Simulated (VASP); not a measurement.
# Ga2O3 (R-3c) in VASP: single point with PBE+D3(BJ)

Aim: the single point of Ga2O3 with PBE+D3(BJ).

Program: VASP 6.6.1. These are calculated values, not measurements. Logs are shortened: lines on timing, memory, paths and dates and some standing lists are left out, and cuts for length are marked.

### 1 The cell of the first run

Symmetry: R-3c, No. 167, trigonal system. Conventional cell: a = 5.032 Å, b = 5.032 Å, c = 13.531 Å, α = 90.00°, β = 90.00°, γ = 120.00°. Ga (site symmetry 3) has 6 O at 1.94 to 2.09 Å within 2.6 Å. Within 2.6 Å of O (site symmetry 2) lie 4 Ga at 1.94 to 2.09 Å.

### 2 Single point, PBE+D3(BJ)

File INCAR:

```
PREC = Accurate ; ENCUT = 520
EDIFF = 1E-6 ; ISMEAR = 0
SIGMA = 0.02 ; LREAL = False
LASPH = True ; NELM = 60
ALGO = Normal ; ISIF = 2
LWAVE = False ; LCHARG = False
GGA = PE ; IVDW = 12
NBANDS = 55
```

File KPOINTS:

```
Automatic mesh
0
Gamma
  9 9 9
```

File POSCAR:

```
Ga2O3
1.0
    2.5160661464      1.4526514669      4.5103324764
   -2.5160661464      1.4526514669      4.5103324764
    0.0000000000     -2.9053029338      4.5103324765
Ga O
4 6
Direct
    0.3558979545      0.3558979545      0.3558979545
    0.1441020455      0.1441020455      0.1441020455
    0.6441020455      0.6441020455      0.6441020455
    0.8558979545      0.8558979545      0.8558979545
    0.5531813521      0.9468186479      0.2500000000
    0.2500000000      0.5531813521      0.9468186479
    0.9468186479      0.2500000000      0.5531813521
    0.4468186479      0.0531813521      0.7500000000
    0.7500000000      0.4468186479      0.0531813521
    0.0531813521      0.7500000000      0.4468186479
```

Potentials or basis: VASP PAW PBE potentials, release 64 (Ga_d, O).

The run is started by

```bash
$ cat potpaw_PBE.64/Ga_d/POTCAR potpaw_PBE.64/O/POTCAR > POTCAR
$ mpirun -np 1 vasp_std > vasp.out
```

OUTCAR:

```text
PREC = Accurate
   ENCUT = 520
   EDIFF = 1E-6
   ISMEAR = 0
   LREAL = False
   LASPH = True
   NELM = 60
   ISIF = 2
   GGA = PE
   IVDW = 12
 IVDW          = 12

 ion  position               nearest neighbor table
   1  0.356  0.356  0.356-   9 1.94   8 1.94  10 1.94   7 2.09   5 2.09   6 2.09   2 2.87
   2  0.144  0.144  0.144-  10 1.94   8 1.94   9 1.94   6 2.09   5 2.09   7 2.09   1 2.87
   3  0.644  0.644  0.644-   6 1.94   5 1.94   7 1.94  10 2.09   8 2.09   9 2.09   4 2.87
   4  0.856  0.856  0.856-   7 1.94   5 1.94   6 1.94   9 2.09   8 2.09  10 2.09   3 2.87
   5  0.553  0.947  0.250-   3 1.94   4 1.94   1 2.09   2 2.09
   6  0.250  0.553  0.947-   3 1.94   4 1.94   2 2.09   1 2.09
   7  0.947  0.250  0.553-   4 1.94   3 1.94   1 2.09   2 2.09
   8  0.447  0.053  0.750-   1 1.94   2 1.94   3 2.09   4 2.09
   9  0.750  0.447  0.053-   1 1.94   2 1.94   4 2.09   3 2.09
  10  0.053  0.750  0.447-   2 1.94   1 1.94   3 2.09   4 2.09

  LATTYP: Found a trigonal (rhomboedric) cell.
 ALAT       =     5.3650614335
 COS(alpha) =     0.5601296328

  Lattice vectors:

 A1 = (   2.5160661464,   1.4526514669,   4.5103324764)
 A2 = (  -2.5160661464,   1.4526514669,   4.5103324764)
 A3 = (   0.0000000000,  -2.9053029338,   4.5103324765)

Analysis of symmetry for initial positions (statically):
=====================================================================
 Subroutine PRICEL returns:
 Original cell was already a primitive cell.

 Routine SETGRP: Setting up the symmetry group for a
 trigonal (rhombohedral) supercell.

 Subroutine GETGRP returns: Found 12 space group operations
 (whereof  6 operations were pure point group operations)
 out of a pool of 12 trial point group operations.

The static configuration has the point symmetry S_6 .
 The point group associated with its full space group is D_3d.

Analysis of symmetry for dynamics (positions and initial velocities):
=====================================================================
 Subroutine PRICEL returns:
 Original cell was already a primitive cell.

 Routine SETGRP: Setting up the symmetry group for a
 trigonal (rhombohedral) supercell.

 Subroutine GETGRP returns: Found 12 space group operations
 (whereof  6 operations were pure point group operations)
 out of a pool of 12 trial point group operations.

The dynamic configuration has the point symmetry S_6 .
 The point group associated with its full space group is D_3d.

 Subroutine INISYM returns: Found 12 space group operations
 (whereof  6 operations are pure point group operations),
 and found     1 'primitive' translations

----------------------------------------------------------------------------------------

                                     Primitive cell

  volume of cell :      98.9107

  direct lattice vectors                    reciprocal lattice vectors
     2.516066146  1.452651467  4.510332476     0.198722915  0.114732729  0.073904382
    -2.516066146  1.452651467  4.510332476    -0.198722915  0.114732729  0.073904382
     0.000000000 -2.905302934  4.510332477     0.000000000 -0.229465457  0.073904382

  length of vectors
     5.365061433  5.365061433  5.365061434     0.241073130  0.241073130  0.241073130

  position of ions in fractional coordinates (direct lattice)
     0.355897955  0.355897955  0.355897955
     0.144102045  0.144102045  0.144102045
     0.644102045  0.644102045  0.644102045
     0.855897955  0.855897955  0.855897955
     0.553181352  0.946818648  0.250000000
     0.250000000  0.553181352  0.946818648
     0.946818648  0.250000000  0.553181352
     0.446818648  0.053181352  0.750000000
     0.750000000  0.446818648  0.053181352
     0.053181352  0.750000000  0.446818648

  ion indices of the primitive-cell ions
   primitive index   ion index
                 1           1
                 2           2
                 3           3
                 4           4
                 5           5
                 6           6
                 7           7
                 8           8
                 9           9
                10          10

----------------------------------------------------------------------------------------

 KPOINTS: Automatic mesh

Automatic generation of k-mesh.
 Grid dimensions read from file:
 generate k-points for:    9    9    9

 Generating k-lattice:

  Cartesian coordinates                     Fractional coordinates (reciprocal lattice)
     0.022080324  0.012748081  0.008211598     0.111111111  0.000000000  0.000000000
    -0.022080324  0.012748081  0.008211598     0.000000000  0.111111111  0.000000000
     0.000000000 -0.025496162  0.008211598     0.000000000  0.000000000  0.111111111

  Length of vectors
     0.026785903  0.026785903  0.026785903

  Shift w.r.t. Gamma in fractional coordinates (k-lattice)
     0.000000000  0.000000000  0.000000000

 Subroutine IBZKPT returns following result:
 ===========================================

 Found     85 irreducible k-points:

 Following reciprocal coordinates:
            Coordinates               Weight
  0.000000  0.000000  0.000000      1.000000
  0.111111  0.000000  0.000000      6.000000
  0.222222 -0.000000 -0.000000      6.000000
  0.333333 -0.000000 -0.000000      6.000000
  0.444444 -0.000000 -0.000000      6.000000
  0.111111  0.111111  0.000000      6.000000
[... 16 lines left out ...]
 -0.333333  0.333333  0.000000      6.000000
  0.444444  0.444444 -0.000000      6.000000
 [... further k-points ...]
   k-points           NKPTS =     85   k-points in BZ     NKDIM =     85   number of bands    NBANDS=     55
   number of dos      NEDOS =    301   number of ions     NIONS =     10
   total plane-waves  NPLWV =  64000
   dimension x,y,z NGX =    40 NGY =   40 NGZ =   40
   dimension x,y,z NGXF=    80 NGYF=   80 NGZF=   80
   ions per type =               4   6
   NGX,Y,Z   is equivalent  to a cutoff of  12.39, 12.39, 12.39 a.u.
   NGXF,Y,Z  is equivalent  to a cutoff of  24.79, 24.79, 24.79 a.u.
 SYSTEM =  unknown system
   PREC   = accura    normal or accurate (medium, high low for compatibility)
   ISTART =      0    job   : 0-new  1-cont  2-samecut
   ICHARG =      2    charge: 1-file 2-atom 10-const
   ISPIN  =      1    spin polarized calculation?
   LNONCOLLINEAR =      F non collinear calculations
   LSORBIT =      F    spin-orbit coupling
   LASPH  =      T    aspherical Exc in radial PAW
   ENCUT  =  520.0 eV  38.22 Ry    6.18 a.u.   9.98  9.98  9.98*2*pi/ulx,y,z
   NELM   =     60;   NELMIN=  2; NELMDL= -5     # of ELM steps
   EDIFF  = 0.1E-05   stopping-criterion for ELM
   LREAL  =      F    real-space projection
   EDIFFG = 0.1E-04   stopping-criterion for IOM
   NSW    =      0    number of steps for IOM
   IBRION =     -1    ionic relax: 0-MD 1-quasi-New 2-CG
   NFREE  =      0    steps in history (QN), initial steepest desc. (CG)
   ISIF   =      2    stress and relaxation
   ISYM   =      2    0-nonsym 1-usesym 2-fastsym
   POTIM  = 0.5000    time-step for ionic-motion
   TEBEG  =    0.0;   TEEND  =   0.0 temperature during run
   PSTRESS=    0.0 pullay stress
   NELECT =      88.0000    total number of electrons
   NUPDOWN=      -1.0000    fix difference up-down
   EMIN   =  10.00;   EMAX   =-10.00  energy-range for DOS
   EFERMI =   0.00;   METHOD = LEGACY
   ISMEAR =     0;   SIGMA  =   0.02  broadening in eV -4-tet -1-fermi 0-gaus
   EFERMI_NEDOS =   21; number of points for ismear=-14 and -15
   IALGO  =     38    algorithm
   IMIX   =      4    mixing-type and parameters
     AMIX     =   0.40;   BMIX     =  1.00
     AMIX_MAG =   1.60;   BMIX_MAG =  1.00
  volume/ion in A,a.u.               =       9.89        66.75
  Fermi-wavevector in a.u.,A,eV,Ry     =   1.574543  2.975456 33.731384  2.479187
  Thomas-Fermi vector in A             =   2.675662
   LORBIT       =      0    0 simple, 1 ext, 2 COOP (PROOUT), +10 PAW based schemes
   GGA     = PE    functional components
   LHFCALC =     F    Hartree Fock is set to
   AEXX    =    0.0000 exact exchange contribution
   IVDW    =    12    specifies the selected vdW correction
   LEPSILON=     F    determine dielectric tensor
   LRPA    =     F    only Hartree local field effects (RPA)
 non-spin polarized calculation
 Gauss-broadening in eV      SIGMA  =   0.02
  energy-cutoff  :      520.00
  volume of cell :       98.91
 maximum number of plane-waves:      2695
   NGX = 19   NGY = 19   NGZ = 19

 number of electron      87.9999986 magnetization

 Free energy of the ion-electron system (eV)
  ---------------------------------------------------
  ext. energy  EPLUGINS =         0.00000000
  ---------------------------------------------------
  free energy    TOTEN  =       -59.36311677 eV

  energy without entropy =      -59.36311677  energy(sigma->0) =      -59.36311677

 E-fermi :   4.3904     XC(G=0): -12.0576

 val. band max:        4.2701347371   @ k =  -0.2222   0.1111   0.0000
 cond. band min:       6.8494444493   @ k =   0.0000   0.0000   0.0000
 fundamental gap:      2.5793097122
 Fermi energy:         4.3903864083

 k-point     1 :       0.0000    0.0000    0.0000
  band No.  band energies     occupation
      1     -14.5298      2.00000
      2     -12.6091      2.00000
      3     -12.6091      2.00000
      4     -12.5805      2.00000
      5     -12.5661      2.00000
      6     -12.5661      2.00000
[... 47 lines left out ...]
     54      15.2980      0.00000
     55      16.4152      0.00000

 k-point     2 :       0.1111    0.0000    0.0000
  band No.  band energies     occupation
      1     -14.4754      2.00000
      2     -12.6617      2.00000
      3     -12.6124      2.00000
      4     -12.6122      2.00000
      5     -12.5707      2.00000
      6     -12.5511      2.00000
[... 47 lines left out ...]
     54      15.7392      0.00000
     55      16.3321      0.00000
[... 1216 lines left out ...]
     54      16.2418      0.00000
     55      16.3764      0.00000

 k-point    24 :       0.4444    0.4444   -0.0000
  band No.  band energies     occupation
      1     -13.7057      2.00000
      2     -12.9691      2.00000
      3     -12.9634      2.00000
      4     -12.8057      2.00000
      5     -12.6594      2.00000
      6     -12.5787      2.00000
[... 47 lines left out ...]
     54      15.9407      0.00000
     55      16.3143      0.00000

 [... further k-points ...]

------------------------ aborting loop because EDIFF is reached ----------------------------------------

 Edisp (eV)   -2.11039

 E8    (eV) :    -0.8257

  FORCE on cell =-STRESS in cart. coord.  units (eV):
  Direction    XX          YY          ZZ          XY          YZ          ZX
  --------------------------------------------------------------------------------------
  -------------------------------------------------------------------------------------
  Total       0.65008     0.65008     0.56740     0.00000    -0.00000    -0.00000
  in kB      10.53015    10.53015     9.19089     0.00000    -0.00000    -0.00000
  external pressure =       10.08 kB  Pullay stress =        0.00 kB

 VOLUME and BASIS-vectors are now :
 -----------------------------------------------------------------------------
  energy-cutoff  :      520.00
  volume of cell :       98.91
      direct lattice vectors                 reciprocal lattice vectors
     2.516066146  1.452651467  4.510332476     0.198722915  0.114732729  0.073904382
    -2.516066146  1.452651467  4.510332476    -0.198722915  0.114732729  0.073904382
     0.000000000 -2.905302934  4.510332477     0.000000000 -0.229465457  0.073904382

 POSITION                                       TOTAL-FORCE (eV/Angst)
 -----------------------------------------------------------------------------------
      0.00000      0.00000      4.81565        -0.000000      0.000000      0.014662
      0.00000      0.00000      1.94984        -0.000000     -0.000000     -0.014662
      0.00000      0.00000      8.71534        -0.000000     -0.000000     -0.014662
      0.00000      0.00000     11.58115        -0.000000     -0.000000      0.014662
     -0.99042      1.45265      7.89308         0.001097      0.000000      0.000000
     -0.76282     -1.58405      7.89308        -0.000549      0.000950     -0.000000
      1.75324      0.13140      7.89308        -0.000549     -0.000950      0.000000
      0.99042     -1.45265      5.63792        -0.001097      0.000000      0.000000
      0.76282      1.58405      5.63792         0.000549     -0.000950      0.000000
     -1.75324     -0.13140      5.63792         0.000549      0.000950     -0.000000
 -----------------------------------------------------------------------------------
    total drift:                               -0.000000     -0.000000      0.000000

  FREE ENERGIE OF THE ION-ELECTRON SYSTEM (eV)
  ---------------------------------------------------
  free  energy   TOTEN  =       -61.4735112992 eV

  energy  without entropy=      -61.4735112992  energy(sigma->0) =      -61.47351130
```

Run time: 7.4 min. Hardware: 1 thread of AMD EPYC 7R13 (Zen 3), shared host; peak memory 0.45 GiB.

What came out:

```yaml
Free_energy: -61.4735 eV
Pressure: 1.0 GPa
Largest_force: 0.015 eV/Å
Band_gap_on_the_k_mesh: 2.58 eV, indirect (least direct gap 2.81 eV)
Dispersion_energy_per_atom: -0.211 eV
```

Forces in eV/Å, atoms in the order of the input:
```
Ga   0.000  0.000  0.015
Ga   0.000  0.000 -0.015
Ga   0.000  0.000 -0.015
Ga   0.000  0.000  0.015
O    0.001  0.000  0.000
O   -0.001  0.001  0.000
O   -0.001 -0.001  0.000
O   -0.001  0.000  0.000
O    0.001 -0.001  0.000
O    0.001  0.001  0.000
```

Stress tensor (GPa, compression positive):
```
1.05 0.00 0.00
0.00 1.05 0.00
0.00 0.00 0.92
```
